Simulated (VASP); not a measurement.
Crystal: Nb.

```
CELL_PARAMETERS angstrom
-1.66395 1.66395 1.66395
1.66395 -1.66395 1.66395
1.66395 1.66395 -1.66395
ATOMIC_POSITIONS crystal
Nb 0.00000 0.00000 0.00000
```

```yaml
Program: VASP 6.6.1
Task: relaxation of volume and atoms at fixed shape
Functional: PBEsol
Potentials_or_basis: VASP PAW PBE potentials, release 64 (Nb_sv)
Cutoff: 500 eV
k_mesh: 9 × 9 × 9
Occupations: gaussian, width 0.02 eV
Spin: no spin polarisation
```

At the start: pressure -9.0 GPa; volume 18.43 Å³/atom.

Q: How do energy, volume and symmetry change on relaxing?

A: Over 4 steps the energy falls by 29.8 meV/atom and the volume is 17.42 Å³/atom (-5.5 %); space group Im-3m (No. 229, to 0.05 Å).

Step by step:
| step | energy change (eV) | largest force (eV/Å) | pressure (GPa) | volume (Å³) |
| --- | --- | --- | --- | --- |
| 1 | 0.0000 | 0.0000 | -9.04 | 18.43 |
| 2 | 0.0739 | 0.0000 | 22.64 | 15.79 |
| 3 | -0.0298 | 0.0000 | -0.24 | 17.44 |
| 4 | -0.0298 | 0.0000 | -0.01 | 17.42 |

Final structure:
```yaml
crystal:
  lattice:
    - [-1.63311, 1.63311, 1.63311]
    - [1.63311, -1.63311, 1.63311]
    - [1.63311, 1.63311, -1.63311]
  atoms:
    - { symbol: Nb, position: [0.00000, 0.00000, 0.00000] }
```

Caveat: the PAW data sets were made with another functional, which shifts forces and pressure a little.
